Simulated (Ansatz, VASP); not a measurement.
NaCl in VASP and in Ansatz

```
Na Cl
1.0
     0.05663    2.71630    2.71630
     2.77293    0.00000    2.77293
     2.77293    2.77293    0.00000
Na Cl
1 1
Direct
  0.00917 0.99694 0.99694
  0.49083 0.50306 0.50306
```

Alike in both runs: task single point; functional PBE; k mesh 8 × 8 × 8; occupations gaussian, width 0.02 eV; no spin polarisation.

|  | VASP | Ansatz |
| --- | --- | --- |
| version | VASP 6.6.1 | Ansatz 0.2.0 |
| potentials or method | VASP PAW PBE potentials, release 64 (Na_pv, Cl), cutoff 520 eV | scalar-relativistic, plane waves, PAW |
| valence electrons in the cell | 14 | 16 |

```csv
,VASP,Ansatz,Ansatz less VASP
gap on the k mesh at the Fermi level (eV),5.35,5.35,0.000
least direct gap on the mesh (eV),5.35,5.35,0.000
pressure (GPa),3.4,3.4,+0.01
"traceless stress, the component that is largest in VASP (GPa)",-0.23,-0.23,-0.001
rms of the force components (eV/Å),0.064,0.063,-0.0008
```

Atom by atom the forces differ by 0.001 eV/Å (rms over components). VASP's potentials hold 14 valence electrons a cell and Ansatz's 16, so a difference there can come from the potentials and not from the codes.
